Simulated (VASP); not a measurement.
Here is a VASP 6.6.1 calculation.

INCAR

```
PREC     = Accurate       # precision mode
ENCUT    = 520            # plane-wave cutoff, eV
EDIFF    = 1E-6           # SCF threshold, eV
ISMEAR   = 0              # smearing method
SIGMA    = 0.01           # smearing width, eV
LREAL    = False          # projectors in reciprocal space
LASPH    = True           # aspherical terms in the spheres
NELM     = 100            # most SCF steps
ALGO     = Normal         # electronic algorithm
ISIF     = 2              # what is computed and relaxed
LWAVE    = False          # write WAVECAR
LCHARG   = False          # write CHGCAR
GGA      = CA             # functional
NBANDS   = 26             # bands
```

The input KPOINTS:

```
Automatic mesh
0
Gamma
  12 8 8
```

POSCAR

```
SiC
1.0
    1.5290233811     -2.6483461820      0.0000000000
    0.0272045349      0.0157065455     -5.1381317520
    4.6733972970      2.6981871875     -0.0328020830
C Si
4 4
Direct
    0.5000000000      0.9538611333      0.1788156869
    0.0000000000      0.8889192842      0.6586938719
    0.0000000000      0.4572392510      0.3642430282
    0.0000000000      0.5785150884      0.6305624592
    0.5000000000      0.4517652958      0.7940047083
    0.5000000000      0.5839357763      0.1981346508
    0.0000000000      0.0746886683      0.3459424213
    0.5000000000      0.0110755026      0.8296031735
```

Potentials or basis: VASP PAW LDA potentials, release 64 (C, Si).

The run is started by

```sh
$ cat potpaw_LDA.64/C/POTCAR potpaw_LDA.64/Si/POTCAR > POTCAR
$ mpirun -np 1 vasp_std > vasp.out
```

Q: Estimate the largest force.

A: 0.029 eV/Å.

Q: What does it give for the pressure?

A: 0.3 GPa.

Forces in eV/Å, atoms in the order of the input:
```
C   -0.004 -0.002 -0.003
C    0.012  0.007 -0.015
C   -0.016 -0.009  0.023
C    0.017  0.010  0.004
Si   0.013  0.008  0.010
Si  -0.018 -0.011  0.011
Si  -0.003 -0.002 -0.013
Si  -0.001  0.000 -0.018
```
